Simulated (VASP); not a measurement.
Set up this calculation in VASP 6.6.1, as the native input.

```yaml
Task: single point
Functional: PBEsol
Potentials_or_basis: VASP PAW PBE potentials, release 64 (Al)
Cutoff: 520 eV
k_mesh: 12 × 12 × 12
Occupations: methfessel-paxton, width 0.15 eV
Spin: no spin polarisation
Dipole_correction: no
Further_INCAR_settings: ALGO = Normal; EDIFF = 1e-07; NBANDS = 8
```

The structure of Al lies in POSCAR:

```
Al
1.0
    2.7560720000      0.0000000000      0.0000000000
   -0.9186906379      2.5984496110      0.0000000000
   -0.9186906379     -1.2992247445      2.2503234088
Al
1
Direct
    0.0000000000      0.0000000000      0.0000000000
```

These files were run (other wordings do the same):

INCAR

```
SYSTEM = Al
ALGO = Normal ; EDIFF = 1E-7
ENCUT = 520 ; GGA = PS
ISIF = 2 ; ISMEAR = 1
LASPH = .True. ; LCHARG = .False.
LREAL = .False. ; LWAVE = .False.
NBANDS = 8 ; NELM = 60
PREC = Accurate ; SIGMA = 0.15
```

KPOINTS

```
k-points
0
Gamma
  12 12 12
  0 0 0
```

Potentials or basis: VASP PAW PBE potentials, release 64 (Al).

The run is started by

```sh
$ cat potpaw_PBE.64/Al/POTCAR > POTCAR
$ mpirun -np 1 vasp_std > vasp.out
```

It gave:

```
Pressure : 2.3 GPa
```

Caveat: the PAW data sets were made with another functional, which shifts forces and pressure a little.

It took 10 s on 1 thread of AMD EPYC 7R13, with other jobs on the host, peak memory 0.09 GiB.
